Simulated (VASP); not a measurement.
A run of VASP 6.6.1 is set up as follows.

The input INCAR:

```
PREC     = Accurate       # precision mode
ENCUT    = 520            # plane-wave cutoff, eV
EDIFF    = 1E-6           # SCF threshold, eV
ISMEAR   = -1             # smearing method
SIGMA    = 0.1            # smearing width, eV
LREAL    = F              # projectors in reciprocal space
LASPH    = T              # aspherical terms in the spheres
NELM     = 100            # most SCF steps
ALGO     = Normal         # electronic algorithm
ISIF     = 2              # what is computed and relaxed
LWAVE    = F              # write WAVECAR
LCHARG   = F              # write CHGCAR
GGA      = PE             # functional
NBANDS   = 18             # bands
```

KPOINTS

```
regular mesh
0
Gamma
  8 8 8
```

Contents of POSCAR:

```
Yb
1.0
    0.0000000000      2.6151647068      2.6151647068
    2.6151647068      0.0000000000      2.6151647068
    2.6151647068      2.6151647068      0.0000000000
Yb
1
Direct
    0.0000000000      0.0000000000      0.0000000000
```

Potentials or basis: VASP PAW PBE potentials, release 64 (Yb).

Command:

```bash
$ cat potpaw_PBE.64/Yb/POTCAR > POTCAR
$ mpirun -np 1 vasp_std > vasp.out
```

(1) What does it give for the band gap on the k mesh?

(2) What does it give for the pressure?

## Answers

(1) 0.11 eV, indirect (least direct gap 0.30 eV).

(2) -1.2 GPa.

Caveat: spin-orbit coupling is left out, which moves the levels of the heavy elements.
